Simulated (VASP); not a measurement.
# BaF2 (Fm-3m) in VASP: G0W0 quasiparticle levels with PBE

Aim: the G0W0 quasiparticle levels of BaF2 with PBE.

Program: VASP 6.6.1. These are calculated values, not measurements. Logs are shortened: lines on timing, memory, paths and dates and some standing lists are left out, and cuts for length are marked.

## 1. The cell of the first run

It takes space group Fm-3m (No. 225, cubic). The conventional cell has a = 6.256 Å, b = 6.256 Å, c = 6.256 Å, α = 90.00°, β = 90.00°, γ = 90.00°. Within 3.6 Å of Ba (site symmetry m-3m) lie 8 F at 2.71 Å. Within 3.6 Å of F (site symmetry -43m) lie 4 Ba at 2.71 Å and 6 F at 3.13 Å.

## 2. G0W0 quasiparticle levels, PBE

POSCAR

```
BaF2
1.0
    0.0000000000      3.1281354095      3.1281354095
    3.1281354095      0.0000000000      3.1281354095
    3.1281354095      3.1281354095      0.0000000000
Ba F
1 2
Direct
    0.0000000000      0.0000000000      0.0000000000
    0.2500000000      0.2500000000      0.2500000000
    0.7500000000      0.7500000000      0.7500000000
```

INCAR.step1

```
SYSTEM = BaF2
ALGO     = Normal         ! electronic algorithm
EDIFF    = 1E-8           ! SCF threshold, eV
ENCUT    = 500            ! plane-wave cutoff, eV
GGA      = PE             ! functional
ISMEAR   = 0              ! smearing method
LASPH    = .TRUE.         ! aspherical terms in the spheres
LCHARG   = .FALSE.        ! write CHGCAR
LREAL    = .FALSE.        ! projectors in reciprocal space
LWAVE    = .TRUE.         ! write WAVECAR
NELM     = 80             ! most SCF steps
PREC     = Accurate       ! precision mode
SIGMA    = 0.01           ! smearing width, eV
```

INCAR.step2

```
SYSTEM = BaF2
ALGO     = Exact          ! electronic algorithm
EDIFF    = 1E-8           ! SCF threshold, eV
ENCUT    = 500            ! plane-wave cutoff, eV
GGA      = PE             ! functional
ISMEAR   = 0              ! smearing method
ISTART   = 1            
LASPH    = .TRUE.         ! aspherical terms in the spheres
LCHARG   = .FALSE.        ! write CHGCAR
LOPTICS  = .TRUE.         ! frequency-dependent dielectric function
LREAL    = .FALSE.        ! projectors in reciprocal space
LWAVE    = .TRUE.         ! write WAVECAR
NBANDS   = 267            ! bands
NELM     = 1              ! most SCF steps
PREC     = Accurate       ! precision mode
SIGMA    = 0.01           ! smearing width, eV
```

INCAR.step3

```
SYSTEM = BaF2
ALGO     = EVGW0          ! electronic algorithm
EDIFF    = 1E-8           ! SCF threshold, eV
ENCUT    = 500            ! plane-wave cutoff, eV
ENCUTGW  = 150.0          ! cutoff of the response function
GGA      = PE             ! functional
ISMEAR   = 0              ! smearing method
ISTART   = 1            
LASPH    = .TRUE.         ! aspherical terms in the spheres
LCHARG   = .FALSE.        ! write CHGCAR
LREAL    = .FALSE.        ! projectors in reciprocal space
LWAVE    = .FALSE.        ! write WAVECAR
NBANDS   = 267            ! bands
NBANDSGW = 20           
NELMGW   = 1            
NOMEGA   = 48             ! frequency points
PREC     = Accurate       ! precision mode
PRECFOCK = Fast         
SIGMA    = 0.01           ! smearing width, eV
```

KPOINTS

```
k-points
0
G
  4 4 4
  0 0 0
```

Potentials or basis: VASP PAW PBE potentials, release 64 (Ba_sv_GW, F_GW).

Command:

```bash
> cat potpaw_PBE.64/Ba_sv_GW/POTCAR potpaw_PBE.64/F_GW/POTCAR > POTCAR
> cp INCAR.step1 INCAR
> mpirun -np 1 vasp_std > vasp.out
> cp INCAR.step2 INCAR
> mpirun -np 1 vasp_std > vasp.out
> cp INCAR.step3 INCAR
> mpirun -np 1 vasp_std > vasp.out
```

OUTCAR:

```text
SYSTEM = BaF2
   EDIFF = 1E-8
   ENCUT = 500
   ENCUTGW = 150.0
   GGA = PE
   ISMEAR = 0
   ISTART = 1
   LASPH = .TRUE.
   LREAL = .FALSE.
   NELMGW = 1
   PREC = Accurate
   PRECFOCK = Fast

 ion  position               nearest neighbor table
   1  0.000  0.000  0.000-
   2  0.250  0.250  0.250-
   3  0.750  0.750  0.750-

  LATTYP: Found a face centered cubic cell.
 ALAT       =     6.2562708190

  Lattice vectors:

 A1 = (   0.0000000000,   3.1281354095,   3.1281354095)
 A2 = (   3.1281354095,   0.0000000000,   3.1281354095)
 A3 = (   3.1281354095,   3.1281354095,   0.0000000000)

Analysis of symmetry for initial positions (statically):
=====================================================================
 Subroutine PRICEL returns:
 Original cell was already a primitive cell.

 Routine SETGRP: Setting up the symmetry group for a
 face centered cubic supercell.

 Subroutine GETGRP returns: Found 48 space group operations
 (whereof 48 operations were pure point group operations)
 out of a pool of 48 trial point group operations.

The static configuration has the point symmetry O_h .

Analysis of symmetry for dynamics (positions and initial velocities):
=====================================================================
 Subroutine PRICEL returns:
 Original cell was already a primitive cell.

 Routine SETGRP: Setting up the symmetry group for a
 face centered cubic supercell.

 Subroutine GETGRP returns: Found 48 space group operations
 (whereof 48 operations were pure point group operations)
 out of a pool of 48 trial point group operations.

The dynamic configuration has the point symmetry O_h .

 Subroutine INISYM returns: Found 48 space group operations
 (whereof 48 operations are pure point group operations),
 and found     1 'primitive' translations

----------------------------------------------------------------------------------------

                                     Primitive cell

  volume of cell :      61.2191

  direct lattice vectors                    reciprocal lattice vectors
     0.000000000  3.128135410  3.128135410    -0.159839628  0.159839628  0.159839628
     3.128135410  0.000000000  3.128135410     0.159839628 -0.159839628  0.159839628
     3.128135410  3.128135410  0.000000000     0.159839628  0.159839628 -0.159839628

  length of vectors
     4.423851521  4.423851521  4.423851521     0.276850357  0.276850357  0.276850357

  position of ions in fractional coordinates (direct lattice)
     0.000000000  0.000000000  0.000000000
     0.250000000  0.250000000  0.250000000
     0.750000000  0.750000000  0.750000000

  ion indices of the primitive-cell ions
   primitive index   ion index
                 1           1
                 2           2
                 3           3

----------------------------------------------------------------------------------------

 KPOINTS: k-points

Automatic generation of k-mesh.
 Grid dimensions read from file:
 generate k-points for:    4    4    4

 Generating k-lattice:

  Cartesian coordinates                     Fractional coordinates (reciprocal lattice)
    -0.039959907  0.039959907  0.039959907     0.250000000  0.000000000  0.000000000
     0.039959907 -0.039959907  0.039959907     0.000000000  0.250000000  0.000000000
     0.039959907  0.039959907 -0.039959907     0.000000000  0.000000000  0.250000000

  Length of vectors
     0.069212589  0.069212589  0.069212589

  Shift w.r.t. Gamma in fractional coordinates (k-lattice)
     0.000000000  0.000000000  0.000000000

 Subroutine IBZKPT returns following result:
 ===========================================

 Found      8 irreducible k-points:

 Following reciprocal coordinates:
            Coordinates               Weight
  0.000000  0.000000  0.000000      1.000000
  0.250000  0.000000  0.000000      8.000000
  0.500000  0.000000  0.000000      4.000000
  0.250000  0.250000  0.000000      6.000000
  0.500000  0.250000  0.000000     24.000000
 -0.250000  0.250000  0.000000     12.000000
  0.500000  0.500000  0.000000      3.000000
 -0.250000  0.500000  0.250000      6.000000
   k-points           NKPTS =      8   k-points in BZ     NKDIM =     64   number of bands    NBANDS=    267
   number of dos      NEDOS =    301   number of ions     NIONS =      3
   total plane-waves  NPLWV =  32768
   dimension x,y,z NGX =    32 NGY =   32 NGZ =   32
   dimension x,y,z NGXF=    64 NGYF=   64 NGZF=   64
   ions per type =               1   2
   NGX,Y,Z   is equivalent  to a cutoff of  12.03, 12.03, 12.03 a.u.
   NGXF,Y,Z  is equivalent  to a cutoff of  24.05, 24.05, 24.05 a.u.
 SYSTEM =  BaF2
   PREC   = accura    normal or accurate (medium, high low for compatibility)
   ISTART =      1    job   : 0-new  1-cont  2-samecut
   ICHARG =      0    charge: 1-file 2-atom 10-const
   ISPIN  =      1    spin polarized calculation?
   LNONCOLLINEAR =      F non collinear calculations
   LSORBIT =      F    spin-orbit coupling
   LASPH  =      T    aspherical Exc in radial PAW
   ENCUT  =  500.0 eV  36.75 Ry    6.06 a.u.   8.07  8.07  8.07*2*pi/ulx,y,z
   NELM   =     60;   NELMIN=  2; NELMDL=  0     # of ELM steps
   EDIFF  = 0.1E-07   stopping-criterion for ELM
   LREAL  =      F    real-space projection
   EDIFFG = 0.1E-06   stopping-criterion for IOM
   NSW    =      0    number of steps for IOM
   IBRION =     -1    ionic relax: 0-MD 1-quasi-New 2-CG
   NFREE  =      0    steps in history (QN), initial steepest desc. (CG)
   ISIF   =      0    stress and relaxation
   ISYM   =      3    0-nonsym 1-usesym 2-fastsym
   POTIM  = 0.5000    time-step for ionic-motion
   TEBEG  =    0.0;   TEEND  =   0.0 temperature during run
   PSTRESS=    0.0 pullay stress
   NELECT =      24.0000    total number of electrons
   NUPDOWN=      -1.0000    fix difference up-down
   EMIN   =  10.00;   EMAX   =-10.00  energy-range for DOS
   EFERMI =   0.00;   METHOD = LEGACY
   ISMEAR =     0;   SIGMA  =   0.01  broadening in eV -4-tet -1-fermi 0-gaus
   EFERMI_NEDOS =   21; number of points for ismear=-14 and -15
   IALGO  =     38    algorithm
   IMIX   =      4    mixing-type and parameters
     AMIX     =   0.40;   BMIX     =  1.00
     AMIX_MAG =   1.60;   BMIX_MAG =  1.00
  volume/ion in A,a.u.               =      20.41       137.71
  Fermi-wavevector in a.u.,A,eV,Ry     =   1.198164  2.264202 19.532492  1.435598
  Thomas-Fermi vector in A             =   2.334060
   LORBIT       =      0    0 simple, 1 ext, 2 COOP (PROOUT), +10 PAW based schemes
   GGA     = PE    functional components
   LHFCALC =     T    Hartree Fock is set to
   PRECFOCK=fast      Normal, Fast or Accurate (Low or Medium for compatibility)
   ENCUT4O =  -1.0   cutoff for four orbital integrals eV
   NKREDX  =     1    reduce k-point grid by
   NKREDY  =     1    reduce k-point grid by
   NKREDZ  =     1    reduce k-point grid by
   AEXX    =    1.0000 exact exchange contribution
   HFSCREEN=    0.0000 screening length (either q_TF or 0.3 A-1)
   HFSCREENC=   0.0000 screening length for correlation (either q_TF or 0.3 A-1)
   ENCUTFOCK=  -1.0 apply spherical cutoff to Coloumb kernel
   IVDW    =     0    specifies the selected vdW correction
   LEPSILON=     F    determine dielectric tensor
   LRPA    =     F    only Hartree local field effects (RPA)
   LRPAFORCE           =     F    calculate RPA forces
   ENCUTGW             = 150.0    cutoff for response function in eV
   ENCUTGWSOFT         = 120.0    soft cutoff for Coulomb kernel in GW response function in eV
   ENCUTLF             =  -1.0    cutoff for local field effects
   NELMGW              =     1    number of iterations in solving QP/BSE equation
   NELMHF              =     1    number of iterations in the inner HF iteration
   NKREDLFX            =     1    NKREDLFY  =   1   NKREDLFZ  =   1
 non-spin polarized calculation
 Gauss-broadening in eV      SIGMA  =   0.01
  energy-cutoff  :      500.00
  volume of cell :       61.22
 maximum number of plane-waves:      1588
  NGX = 18; NGY = 18; NGZ = 18
   NGX = 17   NGY = 17   NGZ = 17
 maximum number of plane-waves:       266
 NGX is ok and might be reduce to    18

 QP shifts <psi_nk| G(iteration)W_0 |psi_nk>: iteration 1
 for sc-GW calculations column KS-energies equals QP-energies in previous step
 and V_xc(KS)=  KS-energies - (<T + V_ion + V_H > + <T+V_H+V_ion>^1  + <V_x>^1)

 k-point   1 :       0.0000    0.0000    0.0000
  band No.  KS-energies  QP-energies   sigma(KS)   V_xc(KS)     V^pw_x(r,r')   Z            occupation Imag(sigma)

      1     -23.2757     -24.9506     -17.8941     -15.4000     -25.0806       0.6715       2.0000       1.0629
      2     -19.0972     -22.3794     -27.9690     -23.2148     -37.2605       0.6904       2.0000       0.6690
      3     -19.0714     -22.2552     -27.2510     -22.6781     -36.2827       0.6963       2.0000       0.6954
      4      -8.1478     -10.7075     -17.1303     -14.0477     -19.2540       0.8304       2.0000       0.1068
      5      -8.1478     -10.7075     -17.1303     -14.0477     -19.2540       0.8304       2.0000       0.1068
      6      -8.1478     -10.7075     -17.1303     -14.0477     -19.2540       0.8304       2.0000       0.1068
[... 12 lines left out ...]
     19      12.2395      16.7130      -7.7163     -13.1106      -2.7144       0.8293       0.0000      -0.1081
     20      12.2395      16.7130      -7.7163     -13.1106      -2.7144       0.8293       0.0000      -0.1081

 k-point   2 :       0.2500    0.0000    0.0000
  band No.  KS-energies  QP-energies   sigma(KS)   V_xc(KS)     V^pw_x(r,r')   Z            occupation Imag(sigma)

      1     -23.1864     -24.8325     -17.7913     -15.3423     -24.8758       0.6722       2.0000       1.0510
      2     -19.1949     -22.4141     -27.4496     -22.7888     -36.6330       0.6907       2.0000       0.6926
      3     -19.1386     -22.3974     -27.7314     -23.0218     -36.9664       0.6919       2.0000       0.6816
      4      -8.2316     -10.7968     -17.1699     -14.0698     -19.3848       0.8275       2.0000       0.1166
      5      -8.2213     -10.7873     -17.1240     -14.0263     -19.3123       0.8284       2.0000       0.1167
      6      -8.2213     -10.7873     -17.1240     -14.0263     -19.3123       0.8284       2.0000       0.1167
[... 12 lines left out ...]
     19      11.7736      15.3169      -7.2745     -11.4722      -2.6480       0.8441       0.0000      -0.0997
     20      12.5378      17.6701      -7.7072     -13.9129      -2.3650       0.8270       0.0000      -0.1107
[... 102 lines left out ...]
      3     -19.2145     -22.4850     -27.7909     -23.0391     -37.0925       0.6883       2.0000       0.6856
      4      -8.5022     -11.1002     -17.0541     -13.8991     -19.4594       0.8234       2.0000       0.1568
      5      -8.5022     -11.1002     -17.0541     -13.8991     -19.4594       0.8234       2.0000       0.1568
      6      -8.0121     -10.5645     -17.3630     -14.3089     -19.4440       0.8357       2.0000       0.0917
[... 12 lines left out ...]
     19      12.0580      16.4414      -7.6906     -12.9468      -2.7341       0.8340       0.0000      -0.1053
     20      12.0580      16.4414      -7.6906     -12.9468      -2.7341       0.8340       0.0000      -0.1053

 k-point   8 :      -0.2500    0.5000    0.2500
  band No.  KS-energies  QP-energies   sigma(KS)   V_xc(KS)     V^pw_x(r,r')   Z            occupation Imag(sigma)

      1     -23.0262     -24.6384     -17.5680     -15.2129     -24.4520       0.6846       2.0000       1.0300
      2     -19.3040     -22.5336     -27.5855     -22.8542     -36.8886       0.6826       2.0000       0.6953
      3     -19.3040     -22.5336     -27.5855     -22.8542     -36.8886       0.6826       2.0000       0.6953
      4      -8.5160     -11.1172     -17.0350     -13.8760     -19.4531       0.8234       2.0000       0.1592
      5      -8.2557     -10.8228     -17.2214     -14.1164     -19.4722       0.8268       2.0000       0.1214
      6      -8.2557     -10.8228     -17.2214     -14.1164     -19.4722       0.8268       2.0000       0.1214
[... 12 lines left out ...]
     19      12.1452      16.7652      -7.7915     -13.3455      -2.7133       0.8318       0.0000      -0.1061
     20      12.5842      17.5545      -7.8296     -13.8375      -2.5325       0.8273       0.0000      -0.1116
```

Run time: 9.9 min. Hardware: 1 thread of Intel Xeon Platinum 8259CL at 2.50GHz (Skylake/Cascade Lake), shared host; peak memory 0.76 GiB.

What came out:

- Quasiparticle gap: 9.41 eV
- Least direct quasiparticle gap: 9.50 eV
- Band gap of the starting levels on the mesh: 6.71 eV
- Least direct gap of the starting levels on the mesh: 6.79 eV

Caveat: the k points lie up to 0.43 Å⁻¹ apart; bands, screening cutoff and mesh are small and nothing is extrapolated, so the quasiparticle values aren't converged; spin-orbit coupling is left out, which moves the levels of the heavy elements.
